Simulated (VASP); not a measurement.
# Zn4HSe4 (a cell with a defect) in VASP: further runs, part 2 of 2

VASP 6.6.1.

## 3. Single point, PBEsol

File INCAR:

```
ALGO     = Normal         # electronic algorithm
EDIFF    = 1E-7           # SCF threshold, eV
ENCUT    = 520            # plane-wave cutoff, eV
GGA      = PS             # functional
ISIF     = 2              # what is computed and relaxed
ISMEAR   = 0              # smearing method
LASPH    = True           # aspherical terms in the spheres
LCHARG   = True           # write CHGCAR
LELF     = True           # ELF
LREAL    = False          # projectors in reciprocal space
LVHAR    = True         
LWAVE    = False          # write WAVECAR
NBANDS   = 46             # bands
NELECT   = 72.0         
NELM     = 80             # most SCF steps
PREC     = Accurate       # precision mode
SIGMA    = 0.05           # smearing width, eV
```

File KPOINTS:

```
k-points
0
Gamma
  6 6 6
```

File POSCAR:

```
Zn4HSe4
1.0
   -4.0256375597     -4.0256375597      0.0000000000
   -4.0256375597      4.0256375597      0.0000000000
    4.0256375597      0.0000000000     -5.5406228226
Zn Se H
4 4 1
Direct
    0.5000000000      0.5000000000      0.0000000000
    0.0000000000      0.0000000000      0.0000000000
    0.0000000000      0.5000000000      0.0000000000
    0.5000000000      0.0000000000      0.0000000000
    0.1161581573      0.6161581573      0.7323163146
    0.6161581573      0.1161581573      0.7323163146
    0.8838418427      0.8838418427      0.2676836854
    0.3838418427      0.3838418427      0.2676836854
   -0.1250295623      0.3749704377     -0.4197305536
```

Potentials or basis: VASP PAW PBE potentials, release 64 (Zn, Se, H).

Run with:

```bash
cat potpaw_PBE.64/Zn/POTCAR potpaw_PBE.64/Se/POTCAR potpaw_PBE.64/H/POTCAR > POTCAR
mpirun -np 1 vasp_std > vasp.out
```

Run time: 12 min. Hardware: 1 thread of AMD EPYC 7R43 (Zen 3), shared host; peak memory 0.58 GiB.

It converged, with:

```
Free energy   : -30.2161 eV
Largest force : 1.348 eV/Å
```

Forces on the atoms (eV/Å):
```
Zn   0.081 -0.355 -0.181
Zn   0.081  0.355 -0.181
Zn   0.409  0.000 -0.559
Zn  -1.096  0.000 -0.784
Se   0.649  0.000  1.130
Se   0.127  0.000  0.207
Se   0.163  0.189  0.232
Se   0.163 -0.189  0.232
H   -0.577  0.000 -0.097
```

Levels at points of the mesh, in eV from the Fermi level:
| k point | band 32 | band 33 | band 34 | band 35 | band 36 | band 37 | band 38 | band 39 | band 40 | band 41 |
| --- | --- | --- | --- | --- | --- | --- | --- | --- | --- | --- |
| (0.00, 0.00, 0.00) | -2.73 | -2.69 | -0.65 | -0.27 | -0.22 | 0.82 | 1.67 | 2.54 | 3.36 | 4.66 |
| (0.50, 0.00, 0.00) | -1.93 | -1.73 | -1.58 | -1.30 | -0.97 | 1.90 | 3.81 | 3.90 | 4.02 | 4.04 |
| (0.00, 0.50, 0.50) | -1.89 | -1.70 | -1.62 | -1.48 | -1.02 | 2.01 | 3.81 | 3.94 | 3.97 | 4.19 |
| (0.50, 0.50, 0.00) | -1.22 | -1.04 | -1.02 | -0.99 | -0.92 | 1.01 | 2.25 | 2.94 | 3.57 | 4.74 |
| (0.50, 0.50, 0.50) | -1.39 | -1.09 | -1.01 | -0.98 | -0.84 | 1.05 | 2.30 | 3.38 | 3.46 | 3.93 |
| (0.00, 0.00, 0.50) | -2.28 | -2.21 | -1.93 | -1.05 | -0.84 | 1.03 | 1.96 | 2.64 | 2.77 | 3.04 |

Caveat: the cell carries a net charge on a neutralising background, which shifts energy and pressure; the cell is charged against a uniform background, so pressure and absolute levels hang on convention; the PAW data sets were made with another functional, which shifts forces and pressure a little.

## 4. Single point, PBEsol

File INCAR:

```
SYSTEM = Zn4HSe4
ALGO = Normal
EDIFF = 1E-6
ENCUT = 520
GGA = PS
ISIF = 2
ISMEAR = 0
LASPH = .True.
LCHARG = .False.
LREAL = .False.
LWAVE = .False.
NBANDS = 46
NELECT = 72.0
NELM = 60
PREC = Accurate
SIGMA = 0.05
```

File KPOINTS:

```
k-points
0
Gamma
  6 6 6
  0 0 0
```

Changes to POSCAR since step 3:

```diff
@@ -16,2 +16,2 @@
     0.3838418427      0.3838418427      0.2676836854
-   -0.1250295623      0.3749704377     -0.4197305536
+   -0.1250295623      0.3749704377     -0.9197305536
```

Run with:

```bash
cat potpaw_PBE.64/Zn/POTCAR potpaw_PBE.64/Se/POTCAR potpaw_PBE.64/H/POTCAR > POTCAR
mpirun -np 1 vasp_std > vasp.out
```

It took 7.7 min on 1 thread of Intel Xeon 6975P-C (Granite Rapids), shared host; peak memory 0.58 GiB.

Results (log left out):

```yaml
Free_energy: -28.7980 eV
Largest_force: 4.074 eV/Å
```

Forces on the atoms (eV/Å):
```
Zn   0.234  0.642 -0.103
Zn   0.234 -0.642 -0.103
Zn  -3.941  0.000  1.032
Zn   0.336  0.000 -0.032
Se   0.293  0.000  0.050
Se   0.079  0.000  0.200
Se  -0.109  0.048 -0.294
Se  -0.109 -0.048 -0.294
H    2.983  0.000 -0.457
```

Levels at points of the mesh, in eV from the Fermi level:
```csv
k point,band 33,band 34,band 35,band 36,band 37,band 38,band 39,band 40
"(0.00, 0.00, 0.00)",-2.78,-0.38,-0.25,-0.25,0.28,1.57,1.94,3.50
"(0.50, 0.00, 0.00)",-1.71,-1.63,-1.28,-1.14,1.01,3.76,3.87,4.00
"(0.00, 0.50, 0.50)",-1.82,-1.68,-1.39,-1.08,1.06,3.76,3.90,4.01
"(0.50, 0.50, 0.00)",-1.15,-1.09,-1.09,-0.98,0.62,2.24,2.93,3.33
"(0.50, 0.50, 0.50)",-1.23,-1.10,-1.05,-0.89,0.61,2.20,2.26,3.40
"(0.00, 0.00, 0.50)",-2.33,-1.75,-0.83,-0.82,0.39,1.82,2.80,2.86
```

Caveat: the cell carries a net charge on a neutralising background, which shifts energy and pressure; the cell is charged against a uniform background, so pressure and absolute levels hang on convention; the PAW data sets were made with another functional, which shifts forces and pressure a little.

## 5. Single point, PBEsol

File INCAR:

```
SYSTEM = Zn4HSe4
ALGO = Normal
EDIFF = 1E-6
ENCUT = 520
GGA = PS
ISIF = 2
ISMEAR = 0
LASPH = .TRUE.
LCHARG = .FALSE.
LREAL = .FALSE.
LWAVE = .FALSE.
NBANDS = 46
NELECT = 72.0
NELM = 80
PREC = Accurate
SIGMA = 0.05
```

File KPOINTS:

```
k-points
0
G
  6 6 6
  0 0 0
```

Changes to POSCAR since step 4:

```diff
@@ -16,2 +16,2 @@
     0.3838418427      0.3838418427      0.2676836854
-   -0.1250295623      0.3749704377     -0.9197305536
+   -0.1250295623      0.3749704377     -0.5863972203
```

Run with:

```bash
cat potpaw_PBE.64/Zn/POTCAR potpaw_PBE.64/Se/POTCAR potpaw_PBE.64/H/POTCAR > POTCAR
mpirun -np 1 vasp_std > vasp.out
```

It took 11 min on 1 thread of Intel Xeon Platinum 8259CL at 2.50GHz (Skylake/Cascade Lake), shared host; peak memory 0.6 GiB.

It converged, with:

```yaml
Free_energy: -29.8405 eV
Largest_force: 1.872 eV/Å
```

Forces in eV/Å, atoms in the order of the input:
```
Zn   0.069 -0.402  0.083
Zn   0.069  0.402  0.083
Zn   0.261  0.000  0.153
Zn  -0.661  0.000 -0.021
Se   0.706  0.000  1.734
Se  -0.048  0.000 -0.078
Se  -0.023  0.226 -0.074
Se  -0.023 -0.226 -0.074
H   -0.350  0.000 -1.806
```

Levels at points of the mesh, in eV from the Fermi level:
| k point | band 33 | band 34 | band 35 | band 36 | band 37 | band 38 | band 39 | band 40 |
| --- | --- | --- | --- | --- | --- | --- | --- | --- |
| (0.00, 0.00, 0.00) | -2.65 | -0.71 | -0.21 | -0.20 | 0.48 | 1.72 | 2.29 | 4.04 |
| (0.50, 0.00, 0.00) | -1.74 | -1.60 | -1.32 | -0.95 | 1.14 | 3.84 | 3.93 | 4.02 |
| (0.00, 0.50, 0.50) | -1.70 | -1.54 | -1.45 | -1.01 | 1.49 | 3.86 | 4.00 | 4.04 |
| (0.50, 0.50, 0.00) | -1.09 | -1.08 | -1.03 | -0.84 | 0.94 | 2.26 | 3.42 | 3.48 |
| (0.50, 0.50, 0.50) | -1.16 | -1.07 | -1.03 | -0.82 | 0.80 | 2.24 | 2.88 | 3.53 |
| (0.00, 0.00, 0.50) | -2.20 | -2.06 | -0.95 | -0.83 | 0.43 | 1.97 | 2.86 | 2.87 |

Caveat: the cell carries a net charge on a neutralising background, which shifts energy and pressure; the cell is charged against a uniform background, so pressure and absolute levels hang on convention; the PAW data sets were made with another functional, which shifts forces and pressure a little.

## 6. Single point, PBEsol

File INCAR:

```
PREC = Accurate ; ENCUT = 520
EDIFF = 1E-7 ; ISMEAR = 0
SIGMA = 0.05 ; LREAL = F
LASPH = T ; NELM = 100
ALGO = Normal ; ISIF = 2
LWAVE = F ; LCHARG = T
GGA = PS ; LELF = T
LVHAR = T ; NBANDS = 46
NELECT = 72.0
```

File KPOINTS:

```
Automatic mesh
0
Gamma
  6 6 6
```

Changes to POSCAR since step 5:

```diff
@@ -16,2 +16,2 @@
     0.3838418427      0.3838418427      0.2676836854
-   -0.1250295623      0.3749704377     -0.5863972203
+    0.1249704377      0.1249704377     -0.0863972203
```

Potentials or basis: VASP PAW PBE potentials, release 64 (Zn, Se, H).

Run with:

```bash
cat potpaw_PBE.64/Zn/POTCAR potpaw_PBE.64/Se/POTCAR potpaw_PBE.64/H/POTCAR > POTCAR
mpirun -np 1 vasp_std > vasp.out
```

Run time: 12 min. Hardware: 1 thread of Intel Xeon 6975P-C, shared host; peak memory 0.6 GiB.

Results (log left out):

* Free energy: -28.8749 eV
* Largest force: 3.442 eV/Å

Forces in eV/Å, atoms in the order of the input:
```
Zn  -0.337  0.000  0.024
Zn   3.325  0.000 -0.888
Zn  -0.227  0.621  0.094
Zn  -0.227 -0.621  0.094
Se   0.105 -0.054  0.311
Se   0.105  0.054  0.311
Se  -0.297  0.000 -0.055
Se  -0.088  0.000 -0.170
H   -2.358  0.000  0.278
```

Levels at points of the mesh, in eV from the Fermi level:
| k point | band 32 | band 33 | band 34 | band 35 | band 36 | band 37 | band 38 | band 39 | band 40 | band 41 |
| --- | --- | --- | --- | --- | --- | --- | --- | --- | --- | --- |
| (0.00, 0.00, 0.00) | -2.82 | -2.79 | -0.40 | -0.26 | -0.26 | 0.22 | 1.55 | 1.92 | 3.50 | 4.65 |
| (0.50, 0.00, 0.00) | -1.95 | -1.72 | -1.64 | -1.29 | -1.16 | 0.95 | 3.75 | 3.86 | 3.99 | 4.08 |
| (0.00, 0.50, 0.50) | -1.91 | -1.83 | -1.69 | -1.40 | -1.10 | 0.99 | 3.74 | 3.88 | 3.99 | 4.12 |
| (0.50, 0.50, 0.00) | -1.26 | -1.17 | -1.10 | -1.10 | -0.99 | 0.57 | 2.23 | 2.86 | 3.33 | 3.35 |
| (0.50, 0.50, 0.50) | -1.34 | -1.24 | -1.11 | -1.07 | -0.90 | 0.56 | 2.18 | 2.24 | 3.38 | 3.81 |
| (0.00, 0.00, 0.50) | -2.49 | -2.35 | -1.76 | -0.84 | -0.84 | 0.32 | 1.80 | 2.79 | 2.85 | 3.00 |

Caveat: the cell carries a net charge on a neutralising background, which shifts energy and pressure; the cell is charged against a uniform background, so pressure and absolute levels hang on convention; the PAW data sets were made with another functional, which shifts forces and pressure a little.
